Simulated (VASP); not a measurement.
# Mo12CO in VASP: single point with PBE+D3(BJ)

Aim: the single point of Mo12CO with PBE+D3(BJ).

Everything below comes from runs of VASP 6.6.1. Logs are shortened: lines on timing, memory, paths and dates and some standing lists are left out, and cuts for length are marked.

### 1 The cell of the first run

The cell holds a slab with vacuum, 14 atoms: a = 5.422 Å, b = 5.422 Å, c = 23.063 Å, α = 90.00°, β = 90.00°, γ = 109.47°.

### 2 Single point, PBE+D3(BJ)

Contents of INCAR:

```
  PREC = Accurate
  ENCUT = 520
  EDIFF = 1E-6
  ISMEAR = 0
  SIGMA = 0.1
  LREAL = False
  LASPH = True
  NELM = 100
  ALGO = Normal
  ISIF = 2
  LWAVE = False
  LCHARG = False
  LDIPOL = True
  IDIPOL = 3
  DIPOL = 0.5 0.5 0.306
  GGA = PE
  IVDW = 12
  NBANDS = 102
```

Contents of KPOINTS:

```
regular mesh
0
Gamma
  5 5 1
```

Contents of POSCAR:

```
Mo12CO
1.0
    5.4217526921      0.0000000000      0.0000000000
   -1.8072508974      5.1116774593      0.0000000000
    0.0000000000      0.0000000000     23.0631157589
Mo O C
12 1 1
Direct
    0.2500000000      0.2500000000      0.1734371037
    0.2500000000      0.7500000000      0.1734371037
    0.7500000000      0.2500000000      0.1734371037
    0.7500000000      0.7500000000      0.1734371037
    0.0000000000      0.0000000000      0.2669425932
    0.0000000000      0.5000000000      0.2669425932
    0.5000000000      0.0000000000      0.2669425932
    0.5000000000      0.5000000000      0.2669425932
    0.2500000000      0.2500000000      0.3604506800
    0.2500000000      0.7500000000      0.3604506800
    0.7500000000      0.2500000000      0.3604506800
    0.7500000000      0.7500000000      0.3604506800
    0.4166666667      0.4166666667      0.5165440734
    0.4166666667      0.4166666667      0.5664072407
```

Potentials or basis: VASP PAW PBE potentials, release 64 (Mo_sv, O, C).

Command:

```
> cat potpaw_PBE.64/Mo_sv/POTCAR potpaw_PBE.64/O/POTCAR potpaw_PBE.64/C/POTCAR > POTCAR
> mpirun -np 1 vasp_std > vasp.out
```

OUTCAR:

```text
PREC = Accurate
   ENCUT = 520
   EDIFF = 1E-6
   ISMEAR = 0
   LREAL = False
   LASPH = True
   NELM = 100
   ISIF = 2
   GGA = PE
   IVDW = 12
 IVDW          = 12

 ion  position               nearest neighbor table
   1  0.250  0.250  0.173-   5 2.66   8 2.66   2 2.71   2 2.71   3 2.71   3 2.71   7 3.09   6 3.09
                             4 3.13   4 3.13
   2  0.250  0.750  0.173-   6 2.66   7 2.66   1 2.71   1 2.71   4 2.71   4 2.71   5 3.09   8 3.09
                             3 3.13   3 3.13
   3  0.750  0.250  0.173-   6 2.66   7 2.66   4 2.71   4 2.71   1 2.71   1 2.71   5 3.09   8 3.09
                             2 3.13   2 3.13
   4  0.750  0.750  0.173-   5 2.66   8 2.66   3 2.71   3 2.71   2 2.71   2 2.71   7 3.09   6 3.09
                             1 3.13   1 3.13
   5  0.000  0.000  0.267-   1 2.66   4 2.66   9 2.66  12 2.66   6 2.71   6 2.71   7 2.71   7 2.71
                             3 3.09   2 3.09  11 3.09  10 3.09   8 3.13   8 3.13
   6  0.000  0.500  0.267-   2 2.66   3 2.66  10 2.66  11 2.66   5 2.71   5 2.71   8 2.71   8 2.71
                             1 3.09   4 3.09   9 3.09  12 3.09   7 3.13   7 3.13
   7  0.500  0.000  0.267-   2 2.66   3 2.66  10 2.66  11 2.66   8 2.71   8 2.71   5 2.71   5 2.71
                             1 3.09   4 3.09   9 3.09  12 3.09   6 3.13   6 3.13
   8  0.500  0.500  0.267-   1 2.66   4 2.66   9 2.66  12 2.66   7 2.71   7 2.71   6 2.71   6 2.71
                             3 3.09   2 3.09  11 3.09  10 3.09   5 3.13   5 3.13
   9  0.250  0.250  0.360-   5 2.66   8 2.66  10 2.71  10 2.71  11 2.71  11 2.71   7 3.09   6 3.09
                            12 3.13  12 3.13
  10  0.250  0.750  0.360-   6 2.66   7 2.66   9 2.71   9 2.71  12 2.71  12 2.71   5 3.09   8 3.09
                            11 3.13  11 3.13
  11  0.750  0.250  0.360-   6 2.66   7 2.66  12 2.71  12 2.71   9 2.71   9 2.71   5 3.09   8 3.09
                            10 3.13  10 3.13
  12  0.750  0.750  0.360-   5 2.66   8 2.66  11 2.71  11 2.71  10 2.71  10 2.71   7 3.09   6 3.09
                             9 3.13   9 3.13
  13  0.417  0.417  0.517-  14 1.15
  14  0.417  0.417  0.566-  13 1.15

  LATTYP: Found a base centered orthorhombic cell.
 ALAT       =     6.2605007525
 B/A-ratio  =     1.4142135624
 C/A-ratio  =     3.6839091106

  Lattice vectors:

 A1 = (   5.4217526921,   0.0000000000,   0.0000000000)
 A2 = (  -1.8072508974,   5.1116774593,   0.0000000000)
 A3 = (   0.0000000000,   0.0000000000,  23.0631157589)

Analysis of symmetry for initial positions (statically):
=====================================================================
 Subroutine PRICEL returns:
 Original cell was already a primitive cell.

 Routine SETGRP: Setting up the symmetry group for a
 base centered orthorhombic supercell.

 Subroutine GETGRP returns: Found  2 space group operations
 (whereof  2 operations were pure point group operations)
 out of a pool of  8 trial point group operations.

The static configuration has the point symmetry C_1h.

Analysis of symmetry for dynamics (positions and initial velocities):
=====================================================================
 Subroutine PRICEL returns:
 Original cell was already a primitive cell.

 Routine SETGRP: Setting up the symmetry group for a
 base centered orthorhombic supercell.

 Subroutine GETGRP returns: Found  2 space group operations
 (whereof  2 operations were pure point group operations)
 out of a pool of  8 trial point group operations.

The dynamic configuration has the point symmetry C_1h.

 Subroutine INISYM returns: Found  2 space group operations
 (whereof  2 operations are pure point group operations),
 and found     1 'primitive' translations

----------------------------------------------------------------------------------------

                                     Primitive cell

  volume of cell :     639.1770

  direct lattice vectors                    reciprocal lattice vectors
     5.421752692  0.000000000  0.000000000     0.184442201  0.065210166  0.000000000
    -1.807250897  5.111677459  0.000000000     0.000000000  0.195630497  0.000000000
     0.000000000  0.000000000 23.063115759     0.000000000  0.000000000  0.043359276

  length of vectors
     5.421752692  5.421752692 23.063115759     0.195630497  0.195630497  0.043359276

  position of ions in fractional coordinates (direct lattice)
     0.250000000  0.250000000  0.173437104
     0.250000000  0.750000000  0.173437104
     0.750000000  0.250000000  0.173437104
     0.750000000  0.750000000  0.173437104
[... 57 lines left out ...]
  0.200000 -0.000000  0.000000      4.000000
  0.400000 -0.000000  0.000000      4.000000
  0.200000  0.200000  0.000000      2.000000
  0.400000  0.200000  0.000000      4.000000
 -0.400000  0.200000  0.000000      4.000000
 -0.200000  0.200000  0.000000      2.000000
  0.400000  0.400000  0.000000      2.000000
 -0.400000  0.400000  0.000000      2.000000
   k-points           NKPTS =      9   k-points in BZ     NKDIM =      9   number of bands    NBANDS=    102
   number of dos      NEDOS =    301   number of ions     NIONS =     14
   total plane-waves  NPLWV = 288000
   dimension x,y,z NGX =    40 NGY =   40 NGZ =  180
   dimension x,y,z NGXF=    80 NGYF=   80 NGZF=  360
   ions per type =              12   1   1
   NGX,Y,Z   is equivalent  to a cutoff of  12.27, 12.27, 12.97 a.u.
   NGXF,Y,Z  is equivalent  to a cutoff of  24.53, 24.53, 25.95 a.u.
 SYSTEM =  unknown system
   PREC   = accura    normal or accurate (medium, high low for compatibility)
   ISTART =      0    job   : 0-new  1-cont  2-samecut
   ICHARG =      2    charge: 1-file 2-atom 10-const
   ISPIN  =      1    spin polarized calculation?
   LNONCOLLINEAR =      F non collinear calculations
   LSORBIT =      F    spin-orbit coupling
   LASPH  =      T    aspherical Exc in radial PAW
   ENCUT  =  520.0 eV  38.22 Ry    6.18 a.u.  10.08 10.08 42.88*2*pi/ulx,y,z
   NELM   =    100;   NELMIN=  2; NELMDL= -5     # of ELM steps
   EDIFF  = 0.1E-05   stopping-criterion for ELM
   LREAL  =      F    real-space projection
   EDIFFG = 0.1E-04   stopping-criterion for IOM
   NSW    =      0    number of steps for IOM
   IBRION =     -1    ionic relax: 0-MD 1-quasi-New 2-CG
   NFREE  =      0    steps in history (QN), initial steepest desc. (CG)
   ISIF   =      2    stress and relaxation
   ISYM   =      2    0-nonsym 1-usesym 2-fastsym
   POTIM  = 0.5000    time-step for ionic-motion
   TEBEG  =    0.0;   TEEND  =   0.0 temperature during run
   PSTRESS=    0.0 pullay stress
   NELECT =     178.0000    total number of electrons
   NUPDOWN=      -1.0000    fix difference up-down
   EMIN   =  10.00;   EMAX   =-10.00  energy-range for DOS
   EFERMI =   0.00;   METHOD = LEGACY
   ISMEAR =     0;   SIGMA  =   0.10  broadening in eV -4-tet -1-fermi 0-gaus
   EFERMI_NEDOS =   21; number of points for ismear=-14 and -15
   IALGO  =     38    algorithm
   IMIX   =      4    mixing-type and parameters
     AMIX     =   0.40;   BMIX     =  1.00
     AMIX_MAG =   1.60;   BMIX_MAG =  1.00
  volume/ion in A,a.u.               =      45.66       308.10
  Fermi-wavevector in a.u.,A,eV,Ry     =   1.069074  2.020257 15.550362  1.142919
  Thomas-Fermi vector in A             =   2.204742
   LORBIT       =      0    0 simple, 1 ext, 2 COOP (PROOUT), +10 PAW based schemes
   GGA     = PE    functional components
   LHFCALC =     F    Hartree Fock is set to
   AEXX    =    0.0000 exact exchange contribution
   IVDW    =    12    specifies the selected vdW correction
   LEPSILON=     F    determine dielectric tensor
   LRPA    =     F    only Hartree local field effects (RPA)
 non-spin polarized calculation
 Gauss-broadening in eV      SIGMA  =   0.10
  energy-cutoff  :      520.00
  volume of cell :      639.18
 maximum number of plane-waves:     17274
   NGX = 21   NGY = 21   NGZ = 85

 dipolmoment           0.000000      0.000000     -0.001198 electrons x Angstroem

 number of electron     177.9999984 magnetization

 dipolmoment           0.000000      0.000000      0.005573 electrons x Angstroem

 Free energy of the ion-electron system (eV)
  ---------------------------------------------------
  ext. energy  EPLUGINS =         0.00000000
  ---------------------------------------------------
  free energy    TOTEN  =      -136.00569391 eV

  energy without entropy =     -135.95710959  energy(sigma->0) =     -135.98140175

 E-fermi :   0.6852     XC(G=0):  -5.3327

 val. band max:        0.6828889639   @ k =   0.4000   0.2000   0.0000
 cond. band min:       0.7377881191   @ k =  -0.2000   0.2000   0.0000
 fundamental gap:      0.0548991553
 Fermi energy:         0.6851950142

 k-point     1 :       0.0000    0.0000    0.0000
  band No.  band energies     occupation
      1     -60.5527      2.00000
      2     -60.3579      2.00000
      3     -60.3573      2.00000
      4     -60.2847      2.00000
      5     -60.2579      2.00000
      6     -60.2062      2.00000
[... 925 lines left out ...]
    100       1.6058      0.00000
    101       1.6565      0.00000
 [bands above 101 left out]

------------------------ aborting loop because EDIFF is reached ----------------------------------------

 vacuum level on the upper side and lower side of the slab       (xc-potential included)         0.011        -0.025

 Edisp (eV)   -5.86209

 E8    (eV) :    -2.8672

  FORCE on cell =-STRESS in cart. coord.  units (eV):
  Direction    XX          YY          ZZ          XY          YZ          ZX
  --------------------------------------------------------------------------------------
  -------------------------------------------------------------------------------------
  Total     -11.64254   -10.51397    -0.42807     1.59604    -0.02711    -0.01917
  in kB     -29.18348   -26.35457    -1.07300     4.00068    -0.06795    -0.04804
  external pressure =      -18.87 kB  Pullay stress =        0.00 kB

 VOLUME and BASIS-vectors are now :
 -----------------------------------------------------------------------------
  energy-cutoff  :      520.00
  volume of cell :      639.18
      direct lattice vectors                 reciprocal lattice vectors
     5.421752692  0.000000000  0.000000000     0.184442201  0.065210166  0.000000000
    -1.807250897  5.111677459  0.000000000     0.000000000  0.195630497  0.000000000
     0.000000000  0.000000000 23.063115759     0.000000000  0.000000000  0.043359276

 POSITION                                       TOTAL-FORCE (eV/Angst)
 -----------------------------------------------------------------------------------
      0.90363      1.27792      4.00000         0.004212      0.005956     -0.033216
     -0.00000      3.83376      4.00000         0.003326     -0.002233     -0.036796
      3.61450      1.27792      4.00000        -0.003214      0.002392     -0.036796
      2.71088      3.83376      4.00000        -0.004716     -0.006669     -0.035350
      0.00000      0.00000      6.15653        -0.001678     -0.002373      0.040388
     -0.90363      2.55584      6.15653         0.000495     -0.000699      0.002833
      2.71088      0.00000      6.15653        -0.000824      0.000234      0.002833
      1.80725      2.55584      6.15653         0.001584      0.002240     -0.006711
      0.90363      1.27792      8.31312         0.005080      0.007185      0.052674
     -0.00000      3.83376      8.31312        -0.001906      0.003415      0.012682
      3.61450      1.27792      8.31312         0.003855     -0.000659      0.012682
      2.71088      3.83376      8.31312         0.000917      0.001297      0.022546
      1.50604      2.12987     11.91312        -0.009343     -0.013214      0.708942
      1.50604      2.12987     13.06312         0.002213      0.003129     -0.706711
 -----------------------------------------------------------------------------------
    total drift:                               -0.000274     -0.000388     -0.000801

  FREE ENERGIE OF THE ION-ELECTRON SYSTEM (eV)
  ---------------------------------------------------
  free  energy   TOTEN  =      -141.8677807603 eV

  energy  without entropy=     -141.8191964434  energy(sigma->0) =     -141.84348860

 vacuum level on the upper side and lower side of the slab         5.469         5.443
```

Wall time 49 min (1 thread of Intel Xeon 8259CL, shared host); peak memory 0.86 GiB.

What came out:

```yaml
Free_energy: -141.8678 eV
Largest_force: 0.709 eV/Å
Band_gap_on_the_k_mesh: zero (bands 89 and 90 overlap by 1.82 eV)
Dispersion_energy_per_atom: -0.419 eV
```

Forces on the atoms (eV/Å):
```
Mo   0.004  0.006 -0.033
Mo   0.003 -0.002 -0.037
Mo  -0.003  0.002 -0.037
Mo  -0.005 -0.007 -0.035
Mo  -0.002 -0.002  0.040
Mo   0.000 -0.001  0.003
Mo  -0.001  0.000  0.003
Mo   0.002  0.002 -0.007
Mo   0.005  0.007  0.053
Mo  -0.002  0.003  0.013
Mo   0.004 -0.001  0.013
Mo   0.001  0.001  0.023
O   -0.009 -0.013  0.709
C    0.002  0.003 -0.707
```

Levels at points of the mesh, in eV from the Fermi level:
```
           k point  band 86  band 87  band 88  band 89  band 90  band 91  band 92  band 93
(0.00, 0.00, 0.00)     0.30     0.31     0.83     1.30     1.32     1.32     1.33     1.36
```

The gap in the log of VASP goes by the Fermi energy; the results here count the filled bands.